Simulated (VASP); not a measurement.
Set up this calculation in VASP 6.6.1, as the native input.

```yaml
Task: single point
Functional: r2SCAN
Potentials_or_basis: VASP PAW PBE potentials, release 64 (Ta_sv_GW, N)
Cutoff: 660 eV
k_mesh: 16 × 16 × 16
Occupations: gaussian, width 0.1 eV
Spin: no spin polarisation
Dipole_correction: no
Second_run: valence_matched
Further_INCAR_settings: ALGO = Normal; EDIFF = 1e-06; NBANDS = 16
```

Crystal: TaN.

```
Ta N
1.0
     0.00000    2.19827    2.19827
     2.19827    0.00000    2.19827
     2.19827    2.19827    0.00000
Ta N
1 1
Direct
  0.50000 0.50000 0.50000
  0.00000 0.00000 0.00000
```

These files were run (other wordings do the same):

POSCAR

```
TaN
1.0
    0.0000000000      2.1982663152      2.1982663152
    2.1982663152      0.0000000000      2.1982663152
    2.1982663152      2.1982663152      0.0000000000
Ta N
1 1
Direct
    0.5000000000      0.5000000000      0.5000000000
    0.0000000000      0.0000000000      0.0000000000
```

INCAR.step1

```
ALGO = Normal
EDIFF = 1E-5
ENCUT = 660
GGA = PE
GGA_COMPAT = F
ISMEAR = 0
LASPH = T
LCHARG = F
LREAL = F
LWAVE = T
NBANDS = 16
NELM = 120
PREC = Accurate
SIGMA = 0.1
```

INCAR.step2

```
ALGO = Normal
EDIFF = 1E-6
ENCUT = 660
GGA_COMPAT = F
ISIF = 2
ISMEAR = 0
ISTART = 1
LASPH = T
LCHARG = F
LMIXTAU = T
LREAL = F
LWAVE = F
METAGGA = R2SCAN
NBANDS = 16
NELM = 120
PREC = Accurate
SIGMA = 0.1
```

KPOINTS

```
k-points
0
Gamma
  16 16 16
```

Potentials or basis: VASP PAW PBE potentials, release 64 (Ta_sv_GW, N).

Run with:

```console
$ cat potpaw_PBE.64/Ta_sv_GW/POTCAR potpaw_PBE.64/N/POTCAR > POTCAR
$ cp INCAR.step1 INCAR
$ mpirun -np 1 vasp_std > vasp.out
$ cp INCAR.step2 INCAR
$ mpirun -np 1 vasp_std > vasp.out
```

It gave:

```
Pressure               : 0.0 GPa
Band gap on the k mesh : zero (band 9 reaches 15.82 eV, above the bottom of band 10 at 11.73 eV)
```

Caveat: the PAW data sets were made with another functional, which shifts forces and pressure a little; spin-orbit coupling is left out, which moves the levels of the heavy elements.

Run time: 2.7 min on 1 thread of Intel(R) Xeon(R) 6975P-C (Granite Rapids) (shared host), peak memory 0.23 GiB.
